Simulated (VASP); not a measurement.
Wanted: the native input for a VASP 6.6.1 run.

```
Task                   : single point
Functional             : PBE
Potentials or basis    : VASP PAW PBE potentials, release 64 (Ba_sv, Bi_d, O)
Cutoff                 : 520 eV
k mesh                 : 6 × 6 × 6
Occupations            : gaussian, width 0.1 eV
Spin                   : no spin polarisation
Dipole correction      : no
Further INCAR settings : ALGO = Normal; EDIFF = 1e-07; NBANDS = 38
```

The structure of BaBi2O3 lies in POSCAR:

```
BaBi2O3
1.0
    5.5590050300      0.0000000000      0.0000000000
   -2.7795025200      4.8142395800      0.0000000000
    0.0000000000      0.0000000000      2.9006987600
Ba Bi O
1 2 3
Direct
    0.0000000000      0.0000000000      0.5000000000
    0.3333333300      0.6666666700      0.5000000000
    0.6666666700      0.3333333300      0.5000000000
    0.5000000000      0.5000000000      0.0000000000
    0.0000000000      0.5000000000      0.0000000000
    0.5000000000      0.0000000000      0.0000000000
```

The input as run:

INCAR

```
SYSTEM = BaBi2O3
  PREC = Accurate
  ENCUT = 520
  EDIFF = 1E-7
  ISMEAR = 0
  SIGMA = 0.1
  LREAL = .FALSE.
  LASPH = .TRUE.
  NELM = 100
  ALGO = Normal
  ISIF = 2
  LWAVE = .FALSE.
  LCHARG = .TRUE.
  GGA = PE
  LELF = .TRUE.
  LVHAR = .TRUE.
  NBANDS = 38
```

KPOINTS

```
Automatic mesh
0
G
  6 6 6
  0 0 0
```

Potentials or basis: VASP PAW PBE potentials, release 64 (Ba_sv, Bi_d, O).

Launch:

```console
$ cat potpaw_PBE.64/Ba_sv/POTCAR potpaw_PBE.64/Bi_d/POTCAR potpaw_PBE.64/O/POTCAR > POTCAR
$ mpirun -np 1 vasp_std > vasp.out
```

It gave:

```
Pressure               : 92.1 GPa
Band gap on the k mesh : zero (band 29 reaches 13.57 eV, above the bottom of band 30 at 11.68 eV)
```

Caveat: the k points lie up to 0.36 Å⁻¹ apart; spin-orbit coupling is left out, which moves the levels of the heavy elements.

Wall time 64 s on 1 thread of Intel(R) Xeon(R) 6975P-C (Granite Rapids) (shared host), peak memory 0.24 GiB.
